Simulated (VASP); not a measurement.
Input of a VASP 6.6.1 run:

File INCAR:

```
SYSTEM = InSb
ALGO     = Normal         ! electronic algorithm
EDIFF    = 1E-7           ! SCF threshold, eV
ENCUT    = 520            ! plane-wave cutoff, eV
GGA      = PE             ! functional
ISIF     = 2              ! what is computed and relaxed
ISMEAR   = 0              ! smearing method
LASPH    = .True.         ! aspherical terms in the spheres
LCHARG   = .False.        ! write CHGCAR
LREAL    = .False.        ! projectors in reciprocal space
LWAVE    = .False.        ! write WAVECAR
NBANDS   = 16             ! bands
NELM     = 80             ! most SCF steps
PREC     = Accurate       ! precision mode
SIGMA    = 0.15           ! smearing width, eV
```

File KPOINTS:

```
k-points
0
Gamma
  16 16 8
  0 0 0
```

File POSCAR:

```
InSb
1.0
    3.1689556800      0.0000000000      0.0000000000
    0.0000000000      3.1689556800      0.0000000000
    0.0000000000      0.0000000000      6.0290059000
In Sb
1 1
Direct
    0.0000000000      0.0000000000      0.0000000000
    0.0000000000      0.0000000000      0.5000000000
```

Potentials or basis: VASP PAW PBE potentials, release 64 (In_d, Sb).

Command:

```console
$ cat potpaw_PBE.64/In_d/POTCAR potpaw_PBE.64/Sb/POTCAR > POTCAR
$ mpirun -np 1 vasp_std > vasp.out
```

Q: Estimate the pressure.

A: -0.5 GPa.

Q: Predict the band gap on the k mesh.

A: Zero (bands 9 and 10 overlap by 5.02 eV).

Stress tensor (GPa, compression positive):
```
-2.36  0.00  0.00
 0.00 -2.36  0.00
 0.00  0.00  3.17
```

Caveat: the cell differs from its parent crystal (strain +0.030 along x and y, -0.030 along z); spin-orbit coupling is left out, which moves the levels of the heavy elements.
